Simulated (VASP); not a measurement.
Crystal: GaN.

```
Ga N
1.0
     3.20106    0.00000    0.00000
    -1.60053    2.77220    0.00000
     0.00000    0.00000    5.20021
Ga N
2 2
Direct
  0.66667 0.33333 0.50000
  0.33333 0.66667 0.00000
  0.66667 0.33333 0.87500
  0.33333 0.66667 0.37500
```

Base run:

| Property | Result |
| --- | --- |
| Program | VASP 6.6.1 |
| Functional | r2SCAN |
| Dispersion | D4 |
| Potentials or basis | VASP PAW PBE potentials, release 64 (Ga_d, N) |
| Cutoff | 520 eV |
| k mesh | 10 × 10 × 5 |
| Occupations | fermi-dirac, width 0.05 eV |
| Spin | no spin polarisation |

Its results: band gap on the k mesh 2.24 eV, direct; pressure -3.6 GPa; largest force 0.130 eV/Å.

**Question.** The run is repeated on the same cell with these changes: functional from r2SCAN to RPBE. What comes out?

**Answer.** Band gap on the k mesh 1.89 eV, direct; pressure -4.5 GPa; largest force 0.119 eV/Å.

r2SCAN gives the wider gap, since meta-GGAs in the generalised Kohn-Sham scheme recover part of the derivative discontinuity.

Caveats: the PAW data sets were made with another functional, which shifts forces and pressure a little.

